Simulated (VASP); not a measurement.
# AlCd (R-3m) in VASP: a series of runs

Runs on AlCd. Level: PBE. Tasks: single point.

Everything below comes from runs of VASP 6.6.1. Logs are shortened: lines on timing, memory, paths and dates and some standing lists are left out, and cuts for length are marked.

## Step 1: The cell of the first run

Symmetry: R-3m, No. 166, trigonal system. Conventional cell: a = 3.764 Å, b = 3.764 Å, c = 9.370 Å, α = 90.00°, β = 90.00°, γ = 120.00°. Within 3.5 Å of Al (site symmetry -3m) lie 6 Cd at 2.68 Å. Within 3.5 Å of Cd (site symmetry -3m) lie 6 Al at 2.68 Å.

## Step 2: Single point, PBE (19.16 Å³/atom)

The input, INCAR:

```
SYSTEM = AlCd
ALGO = Fast
EDIFF = 1E-7
ENCUT = 520
GGA = PE
ISIF = 2
ISMEAR = -1
LASPH = .TRUE.
LCHARG = .TRUE.
LELF = .TRUE.
LREAL = .FALSE.
LVHAR = .TRUE.
LWAVE = .FALSE.
NBANDS = 14
NELM = 80
PREC = Accurate
SIGMA = 0.05
```

The input, KPOINTS:

```
k-points
0
G
  9 9 9
  0 0 0
```

The input, POSCAR:

```
AlCd
1.0
    1.8819777285      1.0865603433      3.1232780796
   -1.8819777285      1.0865603433      3.1232780796
    0.0000000000     -2.1731206966      3.1232780796
Al Cd
1 1
Direct
    0.5000000000      0.5000000000      0.5000000000
    0.0000000000      0.0000000000      0.0000000000
```

Potentials or basis: VASP PAW PBE potentials, release 64 (Al, Cd).

Command:

```
cat potpaw_PBE.64/Al/POTCAR potpaw_PBE.64/Cd/POTCAR > POTCAR
mpirun -np 1 vasp_std > vasp.out
```

OUTCAR:

```text
SYSTEM = AlCd
   EDIFF = 1E-7
   ENCUT = 520
   GGA = PE
   ISIF = 2
   ISMEAR = -1
   LASPH = .TRUE.
   LREAL = .FALSE.
   NELM = 80
   PREC = Accurate

 ion  position               nearest neighbor table
   1  0.500  0.500  0.500-   2 2.68   2 2.68   2 2.68   2 2.68   2 2.68   2 2.68
   2  0.000  0.000  0.000-   1 2.68   1 2.68   1 2.68   1 2.68   1 2.68   1 2.68

  LATTYP: Found a trigonal (rhomboedric) cell.
 ALAT       =     3.8049072936
 COS(alpha) =     0.5107049800

  Lattice vectors:

 A1 = (   1.8819777285,   1.0865603433,   3.1232780796)
 A2 = (  -1.8819777285,   1.0865603433,   3.1232780796)
 A3 = (   0.0000000000,  -2.1731206966,   3.1232780796)

Analysis of symmetry for initial positions (statically):
=====================================================================
 Subroutine PRICEL returns:
 Original cell was already a primitive cell.

 Routine SETGRP: Setting up the symmetry group for a
 trigonal (rhombohedral) supercell.

 Subroutine GETGRP returns: Found 12 space group operations
 (whereof 12 operations were pure point group operations)
 out of a pool of 12 trial point group operations.

The static configuration has the point symmetry D_3d.

Analysis of symmetry for dynamics (positions and initial velocities):
=====================================================================
 Subroutine PRICEL returns:
 Original cell was already a primitive cell.

 Routine SETGRP: Setting up the symmetry group for a
 trigonal (rhombohedral) supercell.

 Subroutine GETGRP returns: Found 12 space group operations
 (whereof 12 operations were pure point group operations)
 out of a pool of 12 trial point group operations.

The dynamic configuration has the point symmetry D_3d.

 Subroutine INISYM returns: Found 12 space group operations
 (whereof 12 operations are pure point group operations),
 and found     1 'primitive' translations

----------------------------------------------------------------------------------------

                                     Primitive cell

  volume of cell :      38.3204

  direct lattice vectors                    reciprocal lattice vectors
     1.881977728  1.086560343  3.123278080     0.265677958  0.153389241  0.106725474
    -1.881977728  1.086560343  3.123278080    -0.265677958  0.153389241  0.106725474
     0.000000000 -2.173120697  3.123278080     0.000000000 -0.306778482  0.106725474

  length of vectors
     3.804907294  3.804907294  3.804907295     0.324812813  0.324812813  0.324812813

  position of ions in fractional coordinates (direct lattice)
     0.500000000  0.500000000  0.500000000
     0.000000000  0.000000000  0.000000000

  ion indices of the primitive-cell ions
   primitive index   ion index
                 1           1
                 2           2

----------------------------------------------------------------------------------------

 KPOINTS: k-points

Automatic generation of k-mesh.
 Grid dimensions read from file:
 generate k-points for:    9    9    9

 Generating k-lattice:

  Cartesian coordinates                     Fractional coordinates (reciprocal lattice)
     0.029519773  0.017043249  0.011858386     0.111111111 -0.000000000 -0.000000000
    -0.029519773  0.017043249  0.011858386    -0.000000000  0.111111111 -0.000000000
     0.000000000 -0.034086498  0.011858386     0.000000000  0.000000000  0.111111111

  Length of vectors
     0.036090313  0.036090313  0.036090313

  Shift w.r.t. Gamma in fractional coordinates (k-lattice)
     0.000000000  0.000000000  0.000000000

 Subroutine IBZKPT returns following result:
 ===========================================

 Found     85 irreducible k-points:

 Following reciprocal coordinates:
            Coordinates               Weight
  0.000000  0.000000  0.000000      1.000000
  0.111111 -0.000000  0.000000      6.000000
  0.222222  0.000000  0.000000      6.000000
  0.333333  0.000000  0.000000      6.000000
  0.444444  0.000000  0.000000      6.000000
  0.111111  0.111111  0.000000      6.000000
[... 16 lines left out ...]
 -0.333333  0.333333  0.000000      6.000000
  0.444444  0.444444  0.000000      6.000000
 [... further k-points ...]
   k-points           NKPTS =     85   k-points in BZ     NKDIM =     85   number of bands    NBANDS=     14
   number of dos      NEDOS =    301   number of ions     NIONS =      2
   total plane-waves  NPLWV =  21952
   dimension x,y,z NGX =    28 NGY =   28 NGZ =   28
   dimension x,y,z NGXF=    56 NGYF=   56 NGZF=   56
   ions per type =               1   1
   NGX,Y,Z   is equivalent  to a cutoff of  12.23, 12.23, 12.23 a.u.
   NGXF,Y,Z  is equivalent  to a cutoff of  24.47, 24.47, 24.47 a.u.
 SYSTEM =  AlCd
   PREC   = accura    normal or accurate (medium, high low for compatibility)
   ISTART =      0    job   : 0-new  1-cont  2-samecut
   ICHARG =      2    charge: 1-file 2-atom 10-const
   ISPIN  =      1    spin polarized calculation?
   LNONCOLLINEAR =      F non collinear calculations
   LSORBIT =      F    spin-orbit coupling
   LASPH  =      T    aspherical Exc in radial PAW
   ENCUT  =  520.0 eV  38.22 Ry    6.18 a.u.   7.07  7.07  7.07*2*pi/ulx,y,z
   NELM   =     80;   NELMIN=  2; NELMDL= -5     # of ELM steps
   EDIFF  = 0.1E-06   stopping-criterion for ELM
   LREAL  =      F    real-space projection
   EDIFFG = 0.1E-05   stopping-criterion for IOM
   NSW    =      0    number of steps for IOM
   IBRION =     -1    ionic relax: 0-MD 1-quasi-New 2-CG
   NFREE  =      0    steps in history (QN), initial steepest desc. (CG)
   ISIF   =      2    stress and relaxation
   ISYM   =      2    0-nonsym 1-usesym 2-fastsym
   POTIM  = 0.5000    time-step for ionic-motion
   TEBEG  =    0.0;   TEEND  =   0.0 temperature during run
   PSTRESS=    0.0 pullay stress
   NELECT =      15.0000    total number of electrons
   NUPDOWN=      -1.0000    fix difference up-down
   EMIN   =  10.00;   EMAX   =-10.00  energy-range for DOS
   EFERMI =   0.00;   METHOD = LEGACY
   ISMEAR =    -1;   SIGMA  =   0.05  broadening in eV -4-tet -1-fermi 0-gaus
   EFERMI_NEDOS =   21; number of points for ismear=-14 and -15
   IALGO  =     68    algorithm
   IMIX   =      4    mixing-type and parameters
     AMIX     =   0.40;   BMIX     =  1.00
     AMIX_MAG =   1.60;   BMIX_MAG =  1.00
  volume/ion in A,a.u.               =      19.16       129.30
  Fermi-wavevector in a.u.,A,eV,Ry     =   1.197554  2.263049 19.512605  1.434136
  Thomas-Fermi vector in A             =   2.333466
   LORBIT       =      0    0 simple, 1 ext, 2 COOP (PROOUT), +10 PAW based schemes
   GGA     = PE    functional components
   LHFCALC =     F    Hartree Fock is set to
   AEXX    =    0.0000 exact exchange contribution
   IVDW    =     0    specifies the selected vdW correction
   LEPSILON=     F    determine dielectric tensor
   LRPA    =     F    only Hartree local field effects (RPA)
 non-spin polarized calculation
 RMM-DIIS sequential band-by-band and
  energy-cutoff  :      520.00
  volume of cell :       38.32
 maximum number of plane-waves:      1042
   NGX = 15   NGY = 15   NGZ = 15

 number of electron      15.0000005 magnetization

 Free energy of the ion-electron system (eV)
  ---------------------------------------------------
  ext. energy  EPLUGINS =         0.00000000
  ---------------------------------------------------
  free energy    TOTEN  =        -3.52636026 eV

  energy without entropy =       -3.51967148  energy(sigma->0) =       -3.52301587

 E-fermi :   4.9416     XC(G=0): -10.6098

 val. band max:        4.8902159607   @ k =  -0.2222  -0.3333   0.1111
 cond. band min:       4.9444492781   @ k =  -0.4444  -0.4444   0.3333
 fundamental gap:      0.0542333174
 Fermi energy:         4.9415521755

 k-point     1 :       0.0000    0.0000    0.0000
  band No.  band energies     occupation
      1      -4.8964      2.00000
      2      -4.3294      2.00000
      3      -4.3294      2.00000
      4      -4.2773      2.00000
      5      -4.2561      2.00000
      6      -4.2561      2.00000
      7       8.5801      0.00000
      8       8.8770      0.00000
      9       8.8770      0.00000
     10      12.8055      0.00000
     11      13.0947      0.00000
     12      13.0947      0.00000
     13      14.0519      0.00000
     14      14.2997      0.00000

 k-point     2 :       0.1111   -0.0000    0.0000
  band No.  band energies     occupation
      1      -4.6992      2.00000
      2      -4.3450      2.00000
      3      -4.3404      2.00000
      4      -4.2607      2.00000
      5      -4.2474      2.00000
      6      -4.2326      2.00000
      7       7.4921      0.00000
      8       8.5849      0.00000
      9       8.8301      0.00000
     10      12.2277      0.00000
     11      13.0778      0.00000
     12      13.3225      0.00000
     13      14.5051      0.00000
     14      14.5650      0.00000

 k-point     3 :       0.2222    0.0000    0.0000
  band No.  band energies     occupation
      1      -4.4091      2.00000
      2      -4.3934      2.00000
      3      -4.3821      2.00000
      4      -4.1737      2.00000
      5      -4.1576      2.00000
      6      -3.9525      2.00000
      7       5.0596      0.17243
      8       8.5705      0.00000
      9       8.7841      0.00000
     10      11.4668      0.00000
     11      12.3164      0.00000
     12      12.3938      0.00000
     13      14.4974      0.00000
     14      14.6474      0.00000
[... 324 lines left out ...]
 k-point    23 :      -0.3333    0.3333    0.0000
  band No.  band energies     occupation
      1      -4.7302      2.00000
      2      -4.3520      2.00000
      3      -4.2976      2.00000
      4      -4.1479      2.00000
      5      -3.9942      2.00000
      6       0.2680      2.00000
      7       1.8828      2.00000
      8       2.4564      2.00000
      9       6.4576      0.00000
     10       8.6132      0.00000
     11      14.2529      0.00000
     12      14.3678      0.00000
     13      15.6504      0.00000
     14      16.2014      0.00000

 k-point    24 :       0.4444    0.4444    0.0000
  band No.  band energies     occupation
      1      -4.9775      2.00000
      2      -4.4707      2.00000
      3      -4.1963      2.00000
      4      -3.9295      2.00000
      5      -3.9261      2.00000
      6      -0.1894      2.00000
      7       2.3312      2.00000
      8       4.9679      0.74259
      9       5.1719      0.01978
     10       6.6592      0.00000
     11       9.3076      0.00000
     12      18.9509      0.00000
     13      18.9601      0.00000
     14      19.6395      0.00000

 [... further k-points ...]

------------------------ aborting loop because EDIFF is reached ----------------------------------------

  FORCE on cell =-STRESS in cart. coord.  units (eV):
  Direction    XX          YY          ZZ          XY          YZ          ZX
  --------------------------------------------------------------------------------------
  -------------------------------------------------------------------------------------
  Total        3.1317323      3.1317323      3.0838544      0.0000000     -0.0000000      0.0000000
  in kB      130.9377826    130.9377822    128.9360063      0.0000000     -0.0000001      0.0000000
  external PRESSURE =     130.2705237 kB  Pullay stress =       0.0000000 kB

 VOLUME and BASIS-vectors are now :
 -----------------------------------------------------------------------------
  energy-cutoff  :      520.00
  volume of cell :       38.32
      direct lattice vectors                 reciprocal lattice vectors
     1.881977728  1.086560343  3.123278080     0.265677958  0.153389241  0.106725474
    -1.881977728  1.086560343  3.123278080    -0.265677958  0.153389241  0.106725474
     0.000000000 -2.173120697  3.123278080     0.000000000 -0.306778482  0.106725474

 POSITION                                       TOTAL-FORCE (eV/Angst)
 -----------------------------------------------------------------------------------
      0.00000     -0.00000      4.68492        -0.000000      0.000000      0.000000
      0.00000      0.00000      0.00000         0.000000      0.000000     -0.000000
 -----------------------------------------------------------------------------------
    total drift:                                0.000000      0.000000     -0.000000

  FREE ENERGIE OF THE ION-ELECTRON SYSTEM (eV)
  ---------------------------------------------------
  free  energy   TOTEN  =        -3.5263602581 eV

  energy  without entropy=       -3.5196714846  energy(sigma->0) =       -3.52301587
```

Run time: 46 s. Hardware: 1 thread of Intel Xeon Platinum 8488C (Sapphire Rapids), shared host; peak memory 0.18 GiB.

What came out:

```
Free energy            : -3.5264 eV
Pressure               : 13.0 GPa
Band gap on the k mesh : zero (an odd number of electrons rules out a gap without spin polarisation)
```

Stress tensor (GPa, compression positive):
```
13.09  0.00  0.00
 0.00 13.09  0.00
 0.00  0.00 12.89
```

Caveat: the cell stands under pressure.

## Step 3: Single point, PBE

This run uses another cell than the first one, of 19.55 Å³/atom.

The input, INCAR:

```
PREC = Accurate
ENCUT = 520
EDIFF = 1E-7
ISMEAR = -1
SIGMA = 0.05
LREAL = F
LASPH = T
NELM = 60
ALGO = Normal
ISIF = 2
LWAVE = F
LCHARG = T
GGA = PE
LELF = T
LVHAR = T
NBANDS = 14
```

The input, KPOINTS:

```
Automatic mesh
0
Gamma
  9 9 9
```

The input, POSCAR:

```
AlCd
1.0
    1.8946941800      1.0939021900      3.1443819500
   -1.8946941800      1.0939021900      3.1443819500
    0.0000000000     -2.1878043900      3.1443819500
Al Cd
1 1
Direct
    0.5000000000      0.5000000000      0.5000000000
    0.0000000000      0.0000000000      0.0000000000
```

Potentials or basis: VASP PAW PBE potentials, release 64 (Al, Cd).

Command:

```
cat potpaw_PBE.64/Al/POTCAR potpaw_PBE.64/Cd/POTCAR > POTCAR
mpirun -np 1 vasp_std > vasp.out
```

OUTCAR:

```text
PREC = Accurate
   ENCUT = 520
   EDIFF = 1E-7
   ISMEAR = -1
   LREAL = F
   LASPH = T
   NELM = 60
   ISIF = 2
   GGA = PE

 ion  position               nearest neighbor table
   1  0.500  0.500  0.500-   2 2.69   2 2.69   2 2.69   2 2.69   2 2.69   2 2.69
   2  0.000  0.000  0.000-   1 2.69   1 2.69   1 2.69   1 2.69   1 2.69   1 2.69

  LATTYP: Found a trigonal (rhomboedric) cell.
 ALAT       =     3.8306169065
 COS(alpha) =     0.5107049799

  Lattice vectors:

 A1 = (   1.8946941800,   1.0939021900,   3.1443819500)
 A2 = (  -1.8946941800,   1.0939021900,   3.1443819500)
 A3 = (   0.0000000000,  -2.1878043900,   3.1443819500)

Analysis of symmetry for initial positions (statically):
=====================================================================
 Subroutine PRICEL returns:
 Original cell was already a primitive cell.

 Routine SETGRP: Setting up the symmetry group for a
 trigonal (rhombohedral) supercell.

 Subroutine GETGRP returns: Found 12 space group operations
 (whereof 12 operations were pure point group operations)
 out of a pool of 12 trial point group operations.

[... 175 lines left out ...]
      6      -4.3719      2.00000
      7       8.3435      0.00000
      8       8.6349      0.00000
      9       8.6349      0.00000
     10      12.5640      0.00000
     11      12.8548      0.00000
     12      12.8548      0.00000
     13      13.8204      0.00000
     14      13.8558      0.00000
[... 377 lines left out ...]
      1      -5.0663      2.00000
      2      -4.5747      2.00000
      3      -4.3176      2.00000
      4      -4.0615      2.00000
      5      -4.0582      2.00000
      6      -0.3001      2.00000
      7       2.1878      2.00000
      8       4.8072      0.62507
      9       5.0078      0.01635
     10       6.3723      0.00000
     11       9.1166      0.00000
     12      18.6106      0.00000
     13      18.6186      0.00000
     14      19.2969      0.00000

 [... further k-points ...]

------------------------ aborting loop because EDIFF is reached ----------------------------------------

  FORCE on cell =-STRESS in cart. coord.  units (eV):
  Direction    XX          YY          ZZ          XY          YZ          ZX
  --------------------------------------------------------------------------------------
  -------------------------------------------------------------------------------------
  Total        2.7227909      2.7227909      2.6686771      0.0000000     -0.0000000      0.0000000
  in kB      111.5631343    111.5631340    109.3458871      0.0000000     -0.0000001      0.0000000
  external PRESSURE =     110.8240518 kB  Pullay stress =       0.0000000 kB

 VOLUME and BASIS-vectors are now :
 -----------------------------------------------------------------------------
  energy-cutoff  :      520.00
  volume of cell :       39.10
      direct lattice vectors                 reciprocal lattice vectors
     1.894694180  1.093902190  3.144381950     0.263894831  0.152359752  0.106009174
    -1.894694180  1.093902190  3.144381950    -0.263894831  0.152359752  0.106009174
     0.000000000 -2.187804390  3.144381950     0.000000000 -0.304719504  0.106009174

 POSITION                                       TOTAL-FORCE (eV/Angst)
 -----------------------------------------------------------------------------------
      0.00000     -0.00000      4.71657         0.000000      0.000000     -0.000000
      0.00000      0.00000      0.00000        -0.000000      0.000000      0.000000
 -----------------------------------------------------------------------------------
    total drift:                                0.000000      0.000000     -0.000000

  FREE ENERGIE OF THE ION-ELECTRON SYSTEM (eV)
  ---------------------------------------------------
  free  energy   TOTEN  =        -3.5851278071 eV

  energy  without entropy=       -3.5781558045  energy(sigma->0) =       -3.58164181
```

Run time: 32 s. Hardware: 1 thread of Intel Xeon Platinum 8488C (Sapphire Rapids), shared host; peak memory 0.18 GiB.

Results:

| Quantity | Value |
| --- | --- |
| Free energy | -3.5851 eV |
| Pressure | 11.1 GPa |
| Band gap on the k mesh | zero (an odd number of electrons rules out a gap without spin polarisation) |

Caveat: the cell stands under pressure.

## Step 4: Single point, PBE (19.94 Å³/atom)

This run uses another cell than the first one, of 19.94 Å³/atom.

The input, INCAR:

```
ALGO     = Fast           # electronic algorithm
EDIFF    = 1E-6           # SCF threshold, eV
ENCUT    = 520            # plane-wave cutoff, eV
GGA      = PE             # functional
ISIF     = 2              # what is computed and relaxed
ISMEAR   = -1             # smearing method
LASPH    = True           # aspherical terms in the spheres
LCHARG   = True           # write CHGCAR
LELF     = True           # ELF
LREAL    = False          # projectors in reciprocal space
LVHAR    = True         
LWAVE    = False          # write WAVECAR
NBANDS   = 14             # bands
NELM     = 100            # most SCF steps
PREC     = Accurate       # precision mode
SIGMA    = 0.05           # smearing width, eV
```

The input, KPOINTS:

```
k-points
0
Gamma
  9 9 9
```

The input, POSCAR:

```
AlCd
1.0
    1.9072421893      1.1011467865      3.1652062784
   -1.9072421893      1.1011467865      3.1652062784
    0.0000000000     -2.2022935830      3.1652062784
Al Cd
1 1
Direct
    0.5000000000      0.5000000000      0.5000000000
    0.0000000000      0.0000000000      0.0000000000
```

Command:

```
cat potpaw_PBE.64/Al/POTCAR potpaw_PBE.64/Cd/POTCAR > POTCAR
mpirun -np 1 vasp_std > vasp.out
```

Wall time 36 s (1 thread of Intel Xeon Platinum 8488C (Sapphire Rapids), shared host); peak memory 0.2 GiB.

It converged, with:

- Free energy: -3.6349 eV
- Pressure: 9.4 GPa
- Band gap on the k mesh: zero (an odd number of electrons rules out a gap without spin polarisation)

Stress tensor (GPa, compression positive):
```
9.43 0.00 0.00
0.00 9.43 0.00
0.00 0.00 9.23
```

Levels at points of the mesh, in eV from the Fermi level:
| k point | band 4 | band 5 | band 6 | band 7 | band 8 | band 9 | band 10 | band 11 |
| --- | --- | --- | --- | --- | --- | --- | --- | --- |
| (0.00, 0.00, 0.00) | -9.10 | -9.09 | -9.09 | 3.52 | 3.80 | 3.80 | 7.73 | 8.02 |

Caveat: the cell stands under pressure.

## Step 5: Summary

```csv
cell,gap on the mesh (eV),pressure (GPa)
"a = 3.805 Å, angles 59.3°, 2 atoms",none,13.0
"a = 3.831 Å, angles 59.3°, 2 atoms",none,11.1
"a = 3.856 Å, angles 59.3°, 2 atoms",none,9.4
```

Alike in all rows: task single point; level PBE; potentials or basis VASP PAW PBE potentials, release 64 (Al, Cd); no spin polarisation; k mesh 9 × 9 × 9; cutoff (eV) 520; smearing fermi-dirac 0.05 eV.

Caveats: the cell stands under pressure.

Absolute energies hang on the potentials; compare differences alone.
